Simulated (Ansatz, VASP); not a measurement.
One calculation of Bi2Te3, two programs

```xyz
10
Lattice="4.4688 0.0000 0.0000 -2.2344 3.8701 0.0000 0.0000 0.0000 32.4659" Properties=species:S:1:pos:R:3 pbc="T T T"
Bi    2.2344    1.2900    7.5420
Bi    0.0000    0.0000   15.0753
Bi    0.0000    2.5801   17.3906
Bi    2.2344    1.2900   24.9239
Te    0.0000    0.0000    9.2575
Te    0.0000    2.5801   11.2851
Te    2.2344    1.2900   13.3212
Te    2.2344    1.2900   19.1447
Te    0.0000    0.0000   21.1808
Te    0.0000    2.5801   23.2084
```

Alike in both runs: functional PBE; k mesh 9 × 9 × 1; occupations gaussian, width 0.1 eV; no spin polarisation.

Ansatz relaxed the structure, and its values are those at the end. VASP's run is a single point on that final structure, the one shown.

|  | VASP | Ansatz |
| --- | --- | --- |
| version | VASP 6.6.1 | Ansatz 0.2.0 |
| potentials or method | VASP PAW PBE potentials, release 64 (Bi_d, Te), cutoff 520 eV | scalar-relativistic, plane waves, PAW |
| valence electrons in the cell | 96 | 156 |

VASP gave:

| Property | Result |
| --- | --- |
| gap on the k mesh at the Fermi level (eV) | none |
| rms of the force components (eV/Å) | 0.003 |
| work function, face that differs most (eV) | 4.11 |

**Question.** What did Ansatz give for the same quantities?

**Answer.** gap on the k mesh at the Fermi level (eV): none; rms of the force components (eV/Å): 0.005; work function, face that differs most (eV): 4.11.

A gap of «none» marks a metal or a gap that the smearing closes. VASP's potentials hold 96 valence electrons a cell and Ansatz's 156, so a difference there can come from the potentials and not from the codes. Ansatz's warnings: xc potential rough in thin density.

Neither program's run includes spin-orbit coupling.
